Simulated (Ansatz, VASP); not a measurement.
**Si5PdW2: VASP beside Ansatz**

```xyz
8
Lattice="3.2394 0.0000 0.0000 0.0000 3.2394 0.0000 0.0000 0.0000 10.7812" Properties=species:S:1:pos:R:3 pbc="T T T"
Si    1.6197    1.6197    9.3363
Si    1.6197    1.6197    1.4449
Si    1.6197    1.6197    6.6792
Si    0.0000    0.0000    5.3906
Si    1.6197    1.6197    4.1019
Pd    0.0000    0.0000    0.0000
W     0.0000    3.2394    7.8768
W     0.0000    0.0000    2.9044
```

Alike in both runs: task single point; functional PBE; k mesh 6 × 6 × 2; occupations gaussian, width 0.2 eV; no spin polarisation.

```csv
,VASP,Ansatz
version,VASP 6.6.1,Ansatz 0.2.0
potentials or method,"VASP PAW PBE potentials, release 64 (Si, Pd, W_sv), cutoff 500 eV","scalar-relativistic, plane waves, PAW"
valence electrons in the cell,58,66
```

|  | VASP | Ansatz | Ansatz less VASP |
| --- | --- | --- | --- |
| gap on the k mesh at the Fermi level (eV) | none | none | - |
| pressure (GPa) | 0.0 | -0.1 | -0.06 |
| traceless stress, the component that is largest in VASP (GPa) | -0.18 | -0.14 | +0.044 |
| rms of the force components (eV/Å) | 0.045 | 0.044 | -0.0012 |

Atom by atom the forces differ by 0.006 eV/Å (rms over components). A gap of «none» marks a metal or a gap that the smearing closes. The functional is the same, so the differences come from potentials, cutoffs and numerics. VASP's potentials hold 58 valence electrons a cell and Ansatz's 66, so a difference there can come from the potentials and not from the codes.

Spin-orbit coupling is off throughout.
